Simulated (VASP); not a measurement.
RbNa3Te2, 6 atoms in the cell. The structure is trigonal, space group R-3m (No. 166). Conventional cell: a = 5.524 Å, b = 5.524 Å, c = 25.751 Å, α = 90.00°, β = 90.00°, γ = 120.00°. Rb (site symmetry -3m) has 6 Te at 3.95 Å and 6 Na at 4.58 Å within 5.2 Å. Within 3.6 Å of Na (site symmetry 2/m) lie 4 Na at 2.76 Å and 4 Te at 3.39 Å. Te (site symmetry 3m) has 6 Na at 3.39 Å and 1 Te at 3.93 Å and 3 Rb at 3.95 Å within 4.5 Å. The cell was built from a structure type or drawn by symmetry, and may not be a known phase.

```yaml
Program: VASP 6.6.1
Task: single point
Functional: PBE
Potentials_or_basis: VASP PAW PBE potentials, release 64 (Rb_sv, Na_pv, Te)
Cutoff: 520 eV
k_mesh: 6 × 6 × 6
Occupations: gaussian, width 0.1 eV
Spin: no spin polarisation
Dipole_correction: no
Further_INCAR_settings: ALGO = Fast; EDIFF = 1e-07; NBANDS = 30
```

Potentials or basis: VASP PAW PBE potentials, release 64 (Rb_sv, Na_pv, Te).

Command:

```sh
$ cat potpaw_PBE.64/Rb_sv/POTCAR potpaw_PBE.64/Na_pv/POTCAR potpaw_PBE.64/Te/POTCAR > POTCAR
$ mpirun -np 1 vasp_std > vasp.out
```

Hardware: 1 thread of Intel(R) Xeon(R) 6975P-C (Granite Rapids), with other jobs on the host.

Q: Estimate the wall time of this run.

A: It took 9.6 min on 1 thread of Intel(R) Xeon(R) 6975P-C (Granite Rapids) (shared host), peak memory 0.82 GiB. Counts: scf iterations 21, k points 32.
